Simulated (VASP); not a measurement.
# HfAlB4 (P6/mmm) in VASP: notebook

The runs below take HfAlB4 through relaxation of cell and atoms, single point, with PBE.

Everything below comes from runs of VASP 6.6.1. Logs are shortened: lines on timing, memory, paths and dates and some standing lists are left out, and cuts for length are marked.

### 1 The cell of the first run

The structure is hexagonal, space group P6/mmm (No. 191). The conventional cell has a = 2.970 Å, b = 2.970 Å, c = 6.414 Å, α = 90.00°, β = 90.00°, γ = 120.00°. Within 3.1 Å of Hf (site symmetry 6/mmm) lie 12 B at 2.35 Å and 6 Hf at 2.97 Å. Within 3.1 Å of Al (site symmetry 6/mmm) lie 12 B at 2.35 Å and 6 Al at 2.97 Å. B (site symmetry 3m) has 3 B at 1.71 Å within 2.3 Å.

### 2 Relaxation of cell and atoms, PBE

Input file INCAR:

```
SYSTEM = HfAlB4
PREC = Accurate
ENCUT = 600
EDIFF = 1E-7
ISMEAR = 0
SIGMA = 0.1
LREAL = .False.
LASPH = .True.
NELM = 100
ALGO = Normal
ISIF = 3
LWAVE = .False.
LCHARG = .False.
GGA = PE
IBRION = 2
NSW = 90
EDIFFG = -0.04
```

Input file KPOINTS:

```
regular mesh
0
Gamma
  6 6 4
  0 0 0
```

Input file POSCAR:

```
HfAlB4
1.0
    2.9696202500      0.0000000000      0.0000000000
   -1.4848101300      2.5717665800      0.0000000000
    0.0000000000      0.0000000000      6.4143797500
Hf Al B
1 1 4
Direct
    0.0000000000      0.0000000000      0.0000000000
    0.0000000000      0.0000000000      0.5000000000
    0.3333333300      0.6666666700      0.2500000000
    0.3333333300      0.6666666700      0.7500000000
    0.6666666700      0.3333333300      0.2500000000
    0.6666666700      0.3333333300      0.7500000000
```

Potentials or basis: VASP PAW PBE potentials, release 64 (Hf_pv, Al, B).

Launch:

```bash
$ cat potpaw_PBE.64/Hf_pv/POTCAR potpaw_PBE.64/Al/POTCAR potpaw_PBE.64/B/POTCAR > POTCAR
$ mpirun -np 1 vasp_std > vasp.out
```

OUTCAR:

```text
SYSTEM = HfAlB4
   PREC = Accurate
   ENCUT = 600
   EDIFF = 1E-7
   ISMEAR = 0
   LREAL = .False.
   LASPH = .True.
   NELM = 100
   ISIF = 3
   GGA = PE
   IBRION = 2
   NSW = 90
   EDIFFG = -0.04

 ion  position               nearest neighbor table
   1  0.000  0.000  0.000-   3 2.35   4 2.35   5 2.35   6 2.35   5 2.35   6 2.35   3 2.35   4 2.35
                             5 2.35   6 2.35   3 2.35   4 2.35   2 3.21   2 3.21
   2  0.000  0.000  0.500-   3 2.35   4 2.35   5 2.35   6 2.35   5 2.35   6 2.35   3 2.35   4 2.35
                             5 2.35   6 2.35   3 2.35   4 2.35   1 3.21   1 3.21
   3  0.333  0.667  0.250-   5 1.71   5 1.71   5 1.71   1 2.35   2 2.35   2 2.35   1 2.35   2 2.35
                             1 2.35
   4  0.333  0.667  0.750-   6 1.71   6 1.71   6 1.71   1 2.35   2 2.35   2 2.35   1 2.35   2 2.35
                             1 2.35
   5  0.667  0.333  0.250-   3 1.71   3 1.71   3 1.71   1 2.35   2 2.35   1 2.35   2 2.35   1 2.35
                             2 2.35
   6  0.667  0.333  0.750-   4 1.71   4 1.71   4 1.71   1 2.35   2 2.35   1 2.35   2 2.35   1 2.35
                             2 2.35

  LATTYP: Found a hexagonal cell.
 ALAT       =     2.9696202500
 C/A-ratio  =     2.1600000034

  Lattice vectors:

 A1 = (   2.9696202500,   0.0000000000,   0.0000000000)
 A2 = (  -1.4848101300,   2.5717665800,   0.0000000000)
 A3 = (   0.0000000000,   0.0000000000,   6.4143797500)

Analysis of symmetry for initial positions (statically):
=====================================================================
 Subroutine PRICEL returns:
 Original cell was already a primitive cell.

 Routine SETGRP: Setting up the symmetry group for a
 hexagonal supercell.

 Subroutine GETGRP returns: Found 24 space group operations
 (whereof 24 operations were pure point group operations)
 out of a pool of 24 trial point group operations.

The static configuration has the point symmetry D_6h.

Analysis of symmetry for dynamics (positions and initial velocities):
=====================================================================
 Subroutine PRICEL returns:
 Original cell was already a primitive cell.

 Routine SETGRP: Setting up the symmetry group for a
 hexagonal supercell.

 Subroutine GETGRP returns: Found 24 space group operations
 (whereof 24 operations were pure point group operations)
 out of a pool of 24 trial point group operations.

The dynamic configuration has the point symmetry D_6h.

 Subroutine INISYM returns: Found 24 space group operations
 (whereof 24 operations are pure point group operations),
 and found     1 'primitive' translations

----------------------------------------------------------------------------------------

                                     Primitive cell

  volume of cell :      48.9877

  direct lattice vectors                    reciprocal lattice vectors
     2.969620250  0.000000000  0.000000000     0.336743393  0.194418889  0.000000000
    -1.484810130  2.571766580  0.000000000     0.000000000  0.388837777  0.000000000
     0.000000000  0.000000000  6.414379750     0.000000000  0.000000000  0.155899719

  length of vectors
     2.969620250  2.969620256  6.414379750     0.388837778  0.388837777  0.155899719

  position of ions in fractional coordinates (direct lattice)
     0.000000000  0.000000000  0.000000000
     0.000000000  0.000000000  0.500000000
     0.333333330  0.666666670  0.250000000
     0.333333330  0.666666670  0.750000000
     0.666666670  0.333333330  0.250000000
     0.666666670  0.333333330  0.750000000

  ion indices of the primitive-cell ions
   primitive index   ion index
                 1           1
                 2           2
                 3           3
                 4           4
                 5           5
                 6           6

----------------------------------------------------------------------------------------

 KPOINTS: regular mesh

Automatic generation of k-mesh.
 Grid dimensions read from file:
 generate k-points for:    6    6    4

 Generating k-lattice:

  Cartesian coordinates                     Fractional coordinates (reciprocal lattice)
     0.056123899  0.032403148  0.000000000     0.166666667 -0.000000000  0.000000000
     0.000000000  0.064806296  0.000000000     0.000000000  0.166666667  0.000000000
     0.000000000  0.000000000  0.038974930     0.000000000  0.000000000  0.250000000

  Length of vectors
     0.064806296  0.064806296  0.038974930

  Shift w.r.t. Gamma in fractional coordinates (k-lattice)
     0.000000000  0.000000000  0.000000000

 Subroutine IBZKPT returns following result:
 ===========================================

 Found     21 irreducible k-points:

 Following reciprocal coordinates:
            Coordinates               Weight
  0.000000  0.000000  0.000000      1.000000
  0.166667  0.000000  0.000000      6.000000
  0.333333  0.000000  0.000000      6.000000
  0.500000  0.000000  0.000000      3.000000
  0.166667  0.166667  0.000000      6.000000
  0.333333  0.166667  0.000000     12.000000
[... 13 lines left out ...]
  0.333333  0.166667  0.500000     12.000000
  0.333333  0.333333  0.500000      2.000000
   k-points           NKPTS =     21   k-points in BZ     NKDIM =     21   number of bands    NBANDS=     16
   number of dos      NEDOS =    301   number of ions     NIONS =      6
   total plane-waves  NPLWV =  31104
   dimension x,y,z NGX =    24 NGY =   24 NGZ =   54
   dimension x,y,z NGXF=    48 NGYF=   48 NGZF=  108
   ions per type =               1   1   4
   NGX,Y,Z   is equivalent  to a cutoff of  13.44, 13.44, 14.00 a.u.
   NGXF,Y,Z  is equivalent  to a cutoff of  26.87, 26.87, 27.99 a.u.
 SYSTEM =  HfAlB4
   PREC   = accura    normal or accurate (medium, high low for compatibility)
   ISTART =      0    job   : 0-new  1-cont  2-samecut
   ICHARG =      2    charge: 1-file 2-atom 10-const
   ISPIN  =      1    spin polarized calculation?
   LNONCOLLINEAR =      F non collinear calculations
   LSORBIT =      F    spin-orbit coupling
   LASPH  =      T    aspherical Exc in radial PAW
   ENCUT  =  600.0 eV  44.10 Ry    6.64 a.u.   5.93  5.93 12.81*2*pi/ulx,y,z
   NELM   =    100;   NELMIN=  2; NELMDL= -5     # of ELM steps
   EDIFF  = 0.1E-06   stopping-criterion for ELM
   LREAL  =      F    real-space projection
   EDIFFG = -.4E-01   stopping-criterion for IOM
   NSW    =     90    number of steps for IOM
   IBRION =      2    ionic relax: 0-MD 1-quasi-New 2-CG
   NFREE  =      1    steps in history (QN), initial steepest desc. (CG)
   ISIF   =      3    stress and relaxation
   ISYM   =      2    0-nonsym 1-usesym 2-fastsym
   POTIM  = 0.5000    time-step for ionic-motion
   TEBEG  =    0.0;   TEEND  =   0.0 temperature during run
   PSTRESS=    0.0 pullay stress
   NELECT =      25.0000    total number of electrons
   NUPDOWN=      -1.0000    fix difference up-down
   EMIN   =  10.00;   EMAX   =-10.00  energy-range for DOS
   EFERMI =   0.00;   METHOD = LEGACY
   ISMEAR =     0;   SIGMA  =   0.10  broadening in eV -4-tet -1-fermi 0-gaus
   EFERMI_NEDOS =   21; number of points for ismear=-14 and -15
   IALGO  =     38    algorithm
   IMIX   =      4    mixing-type and parameters
     AMIX     =   0.40;   BMIX     =  1.00
     AMIX_MAG =   1.60;   BMIX_MAG =  1.00
  volume/ion in A,a.u.               =       8.16        55.10
  Fermi-wavevector in a.u.,A,eV,Ry     =   1.308255  2.472244 23.286801  1.711532
  Thomas-Fermi vector in A             =   2.438934
   LORBIT       =      0    0 simple, 1 ext, 2 COOP (PROOUT), +10 PAW based schemes
   GGA     = PE    functional components
   LHFCALC =     F    Hartree Fock is set to
   AEXX    =    0.0000 exact exchange contribution
   IVDW    =     0    specifies the selected vdW correction
   LEPSILON=     F    determine dielectric tensor
   LRPA    =     F    only Hartree local field effects (RPA)
 conjugate gradient relaxation of ions
 non-spin polarized calculation
 Gauss-broadening in eV      SIGMA  =   0.10
  energy-cutoff  :      600.00
  volume of cell :       48.99
 maximum number of plane-waves:      1662
 NGX is ok and might be reduce to    24
   NGX = 11   NGY = 11   NGZ = 25

--------------------------------------- Ionic step        1  -------------------------------------------

 number of electron      24.9999998 magnetization

 Free energy of the ion-electron system (eV)
  ---------------------------------------------------
  ext. energy  EPLUGINS =         0.00000000
  ---------------------------------------------------
  free energy    TOTEN  =       -42.12651139 eV

  energy without entropy =      -42.11647534  energy(sigma->0) =      -42.12149337

------------------------ aborting loop because EDIFF is reached ----------------------------------------

  FORCE on cell =-STRESS in cart. coord.  units (eV):
  Direction    XX          YY          ZZ          XY          YZ          ZX
  --------------------------------------------------------------------------------------
  -------------------------------------------------------------------------------------
  Total       10.9229162     10.9229163     14.8744467     -0.0000000      0.0000000     -0.0000000
  in kB      357.2416230    357.2416241    486.4791924     -0.0000007      0.0000000     -0.0000000
  external PRESSURE =     400.3208131 kB  Pullay stress =       0.0000000 kB
[... 101 lines left out ...]
  FREE ENERGIE OF THE ION-ELECTRON SYSTEM (eV)
  ---------------------------------------------------
  free  energy   TOTEN  =       -43.0882749016 eV

  energy  without entropy=      -43.0780195419  energy(sigma->0) =      -43.08314722

[... ionic steps 4 to 7 ...]

--------------------------------------- Ionic step        8  -------------------------------------------

 number of electron      25.0000003 magnetization

------------------------ aborting loop because EDIFF is reached ----------------------------------------

  FORCE on cell =-STRESS in cart. coord.  units (eV):
  Direction    XX          YY          ZZ          XY          YZ          ZX
  --------------------------------------------------------------------------------------
  -------------------------------------------------------------------------------------
  Total       -0.3703295     -0.3703295     -0.4043463      0.0000000      0.0000000      0.0000000
  in kB      -10.5924869    -10.5924870    -11.5654652      0.0000000      0.0000000      0.0000000
  external PRESSURE =     -10.9168131 kB  Pullay stress =       0.0000000 kB
[... 65 lines left out ...]
  energy  without entropy=      -43.1739073944  energy(sigma->0) =      -43.17845458

--------------------------------------- Ionic step       10  -------------------------------------------

 number of electron      25.0000003 magnetization

 Free energy of the ion-electron system (eV)
  ---------------------------------------------------
  ext. energy  EPLUGINS =         0.00000000
  ---------------------------------------------------
  free energy    TOTEN  =       -43.18413946 eV

  energy without entropy =      -43.17504164  energy(sigma->0) =      -43.17959055

 E-fermi :   8.3676     XC(G=0): -12.1805

 val. band max:        8.3673510875   @ k =   0.3333   0.0000   0.0000
 cond. band min:       8.3990136824   @ k =   0.3333   0.0000   0.2500
 fundamental gap:      0.0316625949
 Fermi energy:         8.3675685396

 k-point     1 :       0.0000    0.0000    0.0000
  band No.  band energies     occupation
      1     -22.2137      2.00000
      2     -21.4541      2.00000
      3     -21.4541      2.00000
      4      -6.1777      2.00000
      5      -3.9572      2.00000
      6      -0.9262      2.00000
[... 8 lines left out ...]
     15      11.0673      0.00000
     16      11.0673      0.00000
[... 411 lines left out ...]
  FREE ENERGIE OF THE ION-ELECTRON SYSTEM (eV)
  ---------------------------------------------------
  free  energy   TOTEN  =       -43.1841394628 eV

  energy  without entropy=      -43.1750416433  energy(sigma->0) =      -43.17959055

 reached required accuracy - stopping structural energy minimisation
```

Run time: 69 s. Hardware: 1 thread of Intel Xeon Platinum 8559C (Emerald Rapids), shared host; peak memory 0.19 GiB.

Results:

- Free energy: -43.1841 eV
- Relaxed volume: 9.29 Å³/atom
- Relaxed cell: a = 3.052 Å, b = 3.052 Å, c = 6.909 Å, α = 90.00°, β = 90.00°, γ = 120.00°
- Space group after relaxing (to 0.05 Å): P6/mmm (No. 191)
- Energy gained by relaxing: 176.3 meV/atom
- Ionic steps: 10
- Pressure after relaxing: 0.0 GPa
- Largest force after relaxing: 0.007 eV/Å

Forces in eV/Å, atoms in the order of the input:
```
Hf   0.000  0.000  0.000
Al   0.000  0.000  0.000
B    0.000  0.000 -0.007
B    0.000  0.000  0.007
B    0.000  0.000 -0.007
B    0.000  0.000  0.007
```

The path:
| step | energy change (eV) | largest force (eV/Å) | pressure (GPa) | volume (Å³) |
| --- | --- | --- | --- | --- |
| 1 | 0.0000 | 1.5461 | 40.03 | 48.99 |
| 2 | -0.2150 | 0.2229 | -25.08 | 64.90 |
| 3 | -0.9618 | 0.3731 | -2.85 | 56.63 |
| 4 | -0.9624 | 0.3915 | -2.15 | 56.44 |
| 5 | -1.0383 | 0.2632 | -0.32 | 56.06 |
| 6 | -1.0407 | 0.2352 | 0.14 | 55.98 |
| 7 | -1.0516 | 0.1338 | -0.42 | 56.00 |
| 8 | -1.0566 | 0.0019 | -1.09 | 56.01 |
| 9 | -1.0565 | 0.0135 | 1.15 | 55.41 |
| 10 | -1.0576 | 0.0072 | -0.01 | 55.72 |

Final structure:
```cif
data_structure
_symmetry_space_group_name_H-M 'P 1'
_symmetry_Int_Tables_number 1
_cell_length_a 3.0517
_cell_length_b 3.0517
_cell_length_c 6.9089
_cell_angle_alpha 90.000
_cell_angle_beta 90.000
_cell_angle_gamma 120.000
_cell_volume 55.72
loop_
_atom_site_label
_atom_site_type_symbol
_atom_site_fract_x
_atom_site_fract_y
_atom_site_fract_z
_atom_site_occupancy
Hf1 Hf 0.00000 0.00000 0.00000 1
Al1 Al 0.00000 0.00000 0.50000 1
B1 B 0.33333 0.66667 0.26450 1
B2 B 0.33333 0.66667 0.73550 1
B3 B 0.66667 0.33333 0.26450 1
B4 B 0.66667 0.33333 0.73550 1
```

Caveat: the k points lie up to 0.40 Å⁻¹ apart in the final cell; spin-orbit coupling is left out, which moves the levels of the heavy elements.

(Continued in part 2 of 2.)
